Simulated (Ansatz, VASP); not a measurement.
Given: the input of a run of Ansatz 0.2.0 on Pd.

The input input.yaml:

```yaml
crystal:
  lattice:
    - [2.8202964182, 0.0, 0.0]
    - [-1.4101482091, 2.4424483444, 0.0]
    - [0.0, 0.0, 4.6898064722]
  atoms:
    - { symbol: Pd, position: [0.3333333333, 0.6666666667, 0.25] }
    - { symbol: Pd, position: [0.6666666667, 0.3333333333, 0.75] }
kpoints:
  mp_grid: { grid: [11, 11, 6] }
scf:
  occupations: { method: fermi_dirac, width: 0.05 }
hamiltonian:
  xc: pbesol
  pseudopotentials: { kind: all_electron, lapw: { basis_error: 0.0005 } }
output:
  forces: true
  stress: true
  eigenvalues: true
```

Potentials or basis: all-electron LAPW, scalar-relativistic.

Command:

```sh
$ ansatz run input.yaml --threads 1 --pin off --max-ram 3072MiB --backend cpu --events-out ev --progress --plain --runs-dir out
```

Question: Translate it to VASP 6.6.1. Potentials there: VASP PAW PBE potentials, release 64 (Pd).

Answer: As run (the cutoff follows the program's own potentials):

File INCAR:

```
PREC = Accurate
ENCUT = 520
EDIFF = 1E-7
ISMEAR = -1
SIGMA = 0.05
LREAL = F
LASPH = T
NELM = 80
ALGO = Normal
ISIF = 2
LWAVE = F
LCHARG = F
GGA = PS
NBANDS = 17
```

File KPOINTS:

```
regular mesh
0
Gamma
  11 11 6
```

Contents of POSCAR:

```
Pd
1.0
    2.8202964182      0.0000000000      0.0000000000
   -1.4101482091      2.4424483444      0.0000000000
    0.0000000000      0.0000000000      4.6898064722
Pd
2
Direct
    0.3333333333      0.6666666667      0.2500000000
    0.6666666667      0.3333333333      0.7500000000
```

Potentials or basis: VASP PAW PBE potentials, release 64 (Pd).

Command:

```console
$ cat potpaw_PBE.64/Pd/POTCAR > POTCAR
$ mpirun -np 1 vasp_std > vasp.out
```

Both were run:

|  | VASP | Ansatz | Ansatz less VASP |
| --- | --- | --- | --- |
| gap on the k mesh at the Fermi level (eV) | none | none | - |
| pressure (GPa) | -15.5 | -15.3 | +0.14 |
| traceless stress, the component that is largest in VASP (GPa) | 0.28 | 0.36 | +0.084 |

VASP's potentials were made for PBE, not for PBEsol. A gap of «none» marks a metal or a gap that the smearing closes. Ansatz ran all-electron here, and VASP with PAW potentials.
